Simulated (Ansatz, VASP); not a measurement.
PbO2: VASP beside Ansatz

```
Pb O
1.0
     4.95780    0.00000    0.00000
     0.00000    4.95780    0.00000
     0.00000    0.00000    3.38780
Pb O
2 4
Direct
  0.00000 0.00000 0.00000
  0.50000 0.50000 0.50000
  0.30670 0.30670 0.00000
  0.19330 0.80670 0.50000
  0.69330 0.69330 0.00000
  0.80670 0.19330 0.50000
```

Alike in both runs: task relaxation of cell and atoms; functional PBE; k mesh 4 × 4 × 6; occupations gaussian, width 0.1 eV; no spin polarisation.

```csv
,VASP,Ansatz
version,VASP 6.6.1,Ansatz 0.2.0
potentials or method,"VASP PAW PBE potentials, release 64 (Pb_d, O), cutoff 600 eV","scalar-relativistic, plane waves, PAW"
valence electrons in the cell,52,52
```

VASP gave:

```
gap on the k mesh at the Fermi level, each at its own relaxed structure (eV) : 0.16
relaxed volume (Å³/atom)                                                     : 14.79
relaxed cell length with the largest relative difference (Å)                 : 3.452
```

**Question.** Estimate Ansatz's values.

**Answer.** gap on the k mesh at the Fermi level, each at its own relaxed structure (eV): 0.16; relaxed volume (Å³/atom): 14.76; relaxed cell length with the largest relative difference (Å): 3.447.

Spin-orbit coupling is off throughout.
